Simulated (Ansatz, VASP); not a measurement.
## Two plane-wave programs on TePb

Contents of INCAR:

```
PREC = Accurate
ENCUT = 500
EDIFF = 1E-6
ISMEAR = -1
SIGMA = 0.05
LREAL = F
LASPH = T
NELM = 200
ALGO = Normal
ISIF = 2
LWAVE = F
LCHARG = F
MAGMOM = 0 0 0 0 0 0
LORBIT = 11
LSORBIT = T
GGA_COMPAT = F
LORBMOM = T
GGA = PS
NBANDS = 32
```

Contents of KPOINTS:

```
regular mesh
0
Gamma
  7 7 7
```

POSCAR

```
TePb
1.0
    0.0000000000      3.2523979746      3.2523979746
    3.2523979746      0.0000000000      3.2523979746
    3.2523979746      3.2523979746      0.0000000000
Pb Te
1 1
Direct
    0.0000000000      0.0000000000      0.0000000000
    0.5000000000      0.5000000000      0.5000000000
```

The input input.yaml:

```yaml
crystal:
  lattice:
    - [0.0, 3.2523979746, 3.2523979746]
    - [3.2523979746, 0.0, 3.2523979746]
    - [3.2523979746, 3.2523979746, 0.0]
  atoms:
    - { symbol: Pb, position: [0.0, 0.0, 0.0] }
    - { symbol: Te, position: [0.5, 0.5, 0.5] }
hamiltonian:
  xc: pbesol
  pseudopotentials: { kind: paw_fr }
magnetization:
  noncollinear: true
  spin_orbit: true
kpoints:
  mp_grid: { grid: [7, 7, 7] }
scf:
  occupations: { method: fermi_dirac, width: 0.05 }
output:
  forces: true
  stress: true
  eigenvalues: true
  write_density: true
  write_potential: true
  elf: true
  volumetric_format: npy
```

Alike in both runs: task single point; functional PBEsol; k mesh 7 × 7 × 7; occupations fermi-dirac, width 0.05 eV; non-collinear spin, spin-orbit coupling.

```csv
,VASP,Ansatz
version,VASP 6.6.1,Ansatz 0.2.0
potentials or method,"VASP PAW PBE potentials, release 64 (Pb_d, Te)",Ansatz PAW
plane-wave cutoff (eV),500,420
valence electrons in the cell,20,30
```

|  | VASP | Ansatz | Ansatz less VASP |
| --- | --- | --- | --- |
| pressure (GPa) | -1.3 | -1.4 | -0.09 |
| net moment per atom (μB) | 0.00 | 0.00 | 0.000 |

VASP's potentials were made for PBE, not for PBEsol. VASP's potentials hold 20 valence electrons a cell and Ansatz's 30, so a difference there can come from the potentials and not from the codes.
